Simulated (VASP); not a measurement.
Write the native input for VASP 6.6.1 that does the following.

```
Task                   : single point
Functional             : r2SCAN
Potentials or basis    : VASP PAW PBE potentials, release 64 (Pt)
Cutoff                 : 520 eV
k mesh                 : 24 × 24 × 12
Occupations            : gaussian, width 0.15 eV
Spin                   : no spin polarisation
Dipole correction      : no
Further INCAR settings : ALGO = Normal; EDIFF = 1e-06; NBANDS = 17
```

The system is Pt.

```
CELL_PARAMETERS angstrom
2.77396 0.00000 0.00000
-1.38698 2.40232 0.00000
0.00000 0.00000 4.69387
ATOMIC_POSITIONS crystal
Pt 0.66667 0.33333 0.75000
Pt 0.33333 0.66667 0.25000
```

This cell differs from its parent crystal: strain +0.015 along x and y, -0.015 along z.

The input as run:

POSCAR

```
Pt
1.0
    2.7739638542      0.0000000000      0.0000000000
   -1.3869819271      2.4023231669      0.0000000000
    0.0000000000      0.0000000000      4.6938729642
Pt
2
Direct
    0.6666666667      0.3333333333      0.7500000000
    0.3333333333      0.6666666667      0.2500000000
```

INCAR.step1

```
SYSTEM = Pt
ALGO     = Normal         ! electronic algorithm
EDIFF    = 1E-4           ! SCF threshold, eV
ENCUT    = 520            ! plane-wave cutoff, eV
GGA      = PE             ! functional
ISMEAR   = 0              ! smearing method
LASPH    = .True.         ! aspherical terms in the spheres
LCHARG   = .False.        ! write CHGCAR
LREAL    = .False.        ! projectors in reciprocal space
LWAVE    = .True.         ! write WAVECAR
NBANDS   = 17             ! bands
NELM     = 100            ! most SCF steps
PREC     = Accurate       ! precision mode
SIGMA    = 0.15           ! smearing width, eV
```

INCAR.step2

```
SYSTEM = Pt
ALGO     = Normal         ! electronic algorithm
EDIFF    = 1E-6           ! SCF threshold, eV
ENCUT    = 520            ! plane-wave cutoff, eV
ISIF     = 2              ! what is computed and relaxed
ISMEAR   = 0              ! smearing method
ISTART   = 1            
LASPH    = .True.         ! aspherical terms in the spheres
LCHARG   = .False.        ! write CHGCAR
LMIXTAU  = .True.       
LREAL    = .False.        ! projectors in reciprocal space
LWAVE    = .False.        ! write WAVECAR
METAGGA  = R2SCAN         ! meta-GGA
NBANDS   = 17             ! bands
NELM     = 100            ! most SCF steps
PREC     = Accurate       ! precision mode
SIGMA    = 0.15           ! smearing width, eV
```

KPOINTS

```
k-points
0
Gamma
  24 24 12
  0 0 0
```

Potentials or basis: VASP PAW PBE potentials, release 64 (Pt).

The run is started by

```console
$ cat potpaw_PBE.64/Pt/POTCAR > POTCAR
$ cp INCAR.step1 INCAR
$ mpirun -np 1 vasp_std > vasp.out
$ cp INCAR.step2 INCAR
$ mpirun -np 1 vasp_std > vasp.out
```

It gave:

The pressure is -3.6 GPa and the band gap on the k mesh is zero (bands 10 and 11 overlap by 1.34 eV).

Caveat: the cell differs from its parent crystal (strain +0.015 along x and y, -0.015 along z); the cell stands under tension; the PAW data sets were made with another functional, which shifts forces and pressure a little; spin-orbit coupling is left out, which moves the levels of the heavy elements.

Run time: 5.5 min on 1 thread of Intel(R) Xeon(R) Platinum 8488C (Sapphire Rapids), with other jobs on the host, peak memory 0.31 GiB.
